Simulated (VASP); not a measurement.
# Mg3ZnC (I4mm) in VASP: a series of runs, part 2 of 3

VASP 6.6.1. Earlier steps stand in the parts before.

### 3 Single point, PBE

This run uses another cell than the first one, of 17.55 Å³/atom.

File INCAR:

```
PREC = Accurate ; ENCUT = 520
EDIFF = 1E-6 ; ISMEAR = 0
SIGMA = 0.1 ; LREAL = F
LASPH = T ; NELM = 100
ALGO = Normal ; ISIF = 2
LWAVE = F ; LCHARG = F
GGA = PE ; NBANDS = 19
```

File KPOINTS:

```
regular mesh
0
Gamma
  12 12 12
```

File POSCAR:

```
Mg3ZnC
1.0
   -2.1824954212      2.1824954212      4.6061260001
    2.1824954212     -2.1824954212      4.6061260001
    2.1824954212      2.1824954212     -4.6061260001
Mg Zn C
3 1 1
Direct
    0.9389647597      0.4389647597      0.5000000000
    0.4389647597      0.9389647597      0.5000000000
    0.6673353356      0.6673353356      0.0000000000
    0.2047025934      0.2047025934      0.0000000000
    0.4306325515      0.4306325515      0.0000000000
```

Potentials or basis: VASP PAW PBE potentials, release 64 (Mg, Zn, C).

Started as:

```
cat potpaw_PBE.64/Mg/POTCAR potpaw_PBE.64/Zn/POTCAR potpaw_PBE.64/C/POTCAR > POTCAR
mpirun -np 1 vasp_std > vasp.out
```

OUTCAR:

```text
PREC = Accurate
   ENCUT = 520
   EDIFF = 1E-6
   ISMEAR = 0
   LREAL = F
   LASPH = T
   NELM = 100
   ISIF = 2
   GGA = PE

 ion  position               nearest neighbor table
   1  0.939  0.439  0.500-   5 2.18   5 2.18   3 3.03   3 3.03   4 3.07   4 3.07   2 3.09   2 3.09
                             2 3.09   2 3.09   4 3.28   4 3.28   3 3.32   3 3.32
   2  0.439  0.939  0.500-   5 2.18   5 2.18   3 3.03   3 3.03   4 3.07   4 3.07   1 3.09   1 3.09
                             1 3.09   1 3.09   4 3.28   4 3.28   3 3.32   3 3.32
   3  0.667  0.667  0.000-   5 2.18   2 3.03   1 3.03   2 3.03   1 3.03   4 3.11   4 3.11   4 3.11
                             4 3.11   2 3.32   2 3.32   1 3.32   1 3.32
   4  0.205  0.205  0.000-   5 2.08   2 3.07   1 3.07   1 3.07   2 3.07   3 3.11   3 3.11   3 3.11
                             3 3.11   1 3.28   1 3.28   2 3.28   2 3.28
   5  0.431  0.431  0.000-   4 2.08   3 2.18   1 2.18   2 2.18   1 2.18   2 2.18

  LATTYP: Found a body centered tetragonal cell.
 ALAT       =     4.3649908424
 C/A-ratio  =     2.1104859856

  Lattice vectors:

 A1 = (  -2.1824954212,   2.1824954212,   4.6061260001)
 A2 = (   2.1824954212,  -2.1824954212,   4.6061260001)
 A3 = (   2.1824954212,   2.1824954212,  -4.6061260001)

Analysis of symmetry for initial positions (statically):
=====================================================================
 Subroutine PRICEL returns:
 Original cell was already a primitive cell.

 Routine SETGRP: Setting up the symmetry group for a
 body centered tetragonal supercell.

 Subroutine GETGRP returns: Found  8 space group operations
 (whereof  8 operations were pure point group operations)
 out of a pool of 16 trial point group operations.

The static configuration has the point symmetry C_4v.

Analysis of symmetry for dynamics (positions and initial velocities):
=====================================================================
 Subroutine PRICEL returns:
 Original cell was already a primitive cell.

[... 135 lines left out ...]
  Fermi-wavevector in a.u.,A,eV,Ry     =   1.032242  1.950655 14.497330  1.065524
  Thomas-Fermi vector in A             =   2.166430
   LORBIT       =      0    0 simple, 1 ext, 2 COOP (PROOUT), +10 PAW based schemes
   GGA     = PE    functional components
   LHFCALC =     F    Hartree Fock is set to
   AEXX    =    0.0000 exact exchange contribution
   IVDW    =     0    specifies the selected vdW correction
   LEPSILON=     F    determine dielectric tensor
   LRPA    =     F    only Hartree local field effects (RPA)
 non-spin polarized calculation
 Gauss-broadening in eV      SIGMA  =   0.10
  energy-cutoff  :      520.00
  volume of cell :       87.76
 maximum number of plane-waves:      2389
 NGX is ok and might be reduce to    42
   NGX = 21   NGY = 21   NGZ = 21

 number of electron      22.0000000 magnetization

 Free energy of the ion-electron system (eV)
  ---------------------------------------------------
  ext. energy  EPLUGINS =         0.00000000
  ---------------------------------------------------
  free energy    TOTEN  =       -13.60551680 eV

  energy without entropy =      -13.59397942  energy(sigma->0) =      -13.59974811

 E-fermi :   2.9178     XC(G=0):  -9.3597

 val. band max:        2.9119875740   @ k =  -0.1667  -0.2500   0.1667
 cond. band min:       2.9189716727   @ k =  -0.1667   0.1667   0.0000
 fundamental gap:      0.0069840987
 Fermi energy:         2.9177889034

 k-point     1 :       0.0000    0.0000    0.0000
  band No.  band energies     occupation
      1      -8.0419      2.00000
      2      -4.2116      2.00000
      3      -4.1587      2.00000
      4      -4.1141      2.00000
      5      -4.1054      2.00000
      6      -4.1054      2.00000
[... 505 lines left out ...]
      6      -4.0318      2.00000
[... 11 lines left out ...]
     18       9.5580      0.00000
     19      10.3017      0.00000

 [... further k-points ...]

------------------------ aborting loop because EDIFF is reached ----------------------------------------

  FORCE on cell =-STRESS in cart. coord.  units (eV):
  Direction    XX          YY          ZZ          XY          YZ          ZX
  --------------------------------------------------------------------------------------
  -------------------------------------------------------------------------------------
  Total       -0.0533787     -0.0533787      0.0144890      0.0000000     -0.0000000      0.0000000
  in kB       -0.9744869     -0.9744869      0.2645131      0.0000000     -0.0000000      0.0000000
  external PRESSURE =      -0.5614869 kB  Pullay stress =       0.0000000 kB

 VOLUME and BASIS-vectors are now :
 -----------------------------------------------------------------------------
  energy-cutoff  :      520.00
  volume of cell :       87.76
      direct lattice vectors                 reciprocal lattice vectors
    -2.182495421  2.182495421  4.606126000     0.000000000  0.229095555  0.108551090
     2.182495421 -2.182495421  4.606126000     0.229095555  0.000000000  0.108551090
     2.182495421  2.182495421 -4.606126000     0.229095555  0.229095555  0.000000000

 POSITION                                       TOTAL-FORCE (eV/Angst)
 -----------------------------------------------------------------------------------
     -0.00000      2.18250      4.04385        -0.000000      0.000000      0.001226
      2.18250     -0.00000      4.04385         0.000000     -0.000000      0.001226
      0.00000      0.00000      6.14766         0.000000      0.000000      0.003021
      0.00000      0.00000      1.88577         0.000000      0.000000     -0.032897
      0.00000      0.00000      3.96710        -0.000000     -0.000000      0.027425
 -----------------------------------------------------------------------------------
    total drift:                                0.000001      0.000001     -0.000954

  FREE ENERGIE OF THE ION-ELECTRON SYSTEM (eV)
  ---------------------------------------------------
  free  energy   TOTEN  =       -13.6055168031 eV

  energy  without entropy=      -13.5939794193  energy(sigma->0) =      -13.59974811
```

stdout:

```text
POSCAR found type information on POSCAR MgZnC
 POSCAR found :  3 types and       5 ions
 scaLAPACK will be used
 LDA part: xc-table for (Slater+PW92), standard interpolation
 POSCAR, INCAR and KPOINTS ok, starting setup
 FFT: planning ... GRIDC
 FFT: planning ... GRID_SOFT
 FFT: planning ... GRID
 WAVECAR not read
 entering main loop
```

Run time: 3.4 min. Hardware: 1 thread of Intel Xeon 6975P-C (Granite Rapids), shared host; peak memory 0.46 GiB.

What came out:

```yaml
Free_energy: -13.6055 eV
Pressure: -0.1 GPa
Largest_force: 0.033 eV/Å
Band_gap_on_the_k_mesh: zero (bands 11 and 12 overlap by 1.59 eV)
```

Forces in eV/Å, atoms in the order of the input:
```
Mg   0.000  0.000  0.001
Mg   0.000  0.000  0.001
Mg   0.000  0.000  0.003
Zn   0.000  0.000 -0.033
C    0.000  0.000  0.027
```

Stress tensor (GPa, compression positive):
```
-0.10  0.00  0.00
 0.00 -0.10  0.00
 0.00  0.00  0.03
```

[end of part 2 of 3]

The gap in the log of VASP goes by the Fermi energy; the results here count the filled bands.